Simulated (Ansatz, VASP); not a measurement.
GaN: VASP beside Ansatz

```
Ga N
1.0
     2.74320    0.00000    0.00000
     0.00000    2.74320    0.00000
     0.00000    0.00000    2.74320
Ga N
1 1
Direct
  0.00000 0.00000 0.00000
  0.50000 0.50000 0.50000
```

Alike in both runs: functional PBE; k mesh 14 × 14 × 14; occupations fermi-dirac, width 0.08 eV; no spin polarisation.

Ansatz relaxed the structure, and its values are those at the end. VASP's run is a single point on that final structure, the one shown.

|  | VASP | Ansatz |
| --- | --- | --- |
| version | VASP 6.6.1 | Ansatz 0.2.0 |
| potentials or method | VASP PAW PBE potentials, release 64 (Ga_d, N) | PAW with Ansatz's default frozen-core files, scalar-relativistic |
| plane-wave cutoff (eV) | 520 | 420 |
| valence electrons in the cell | 18 | 18 |

Ansatz gave:

* pressure (GPa): 0.0

Problem. What did VASP give for the same quantities?

Solution. Pressure (GPa): 0.5.

With one functional, cell and mesh, what is left measures potentials, basis and numerics.
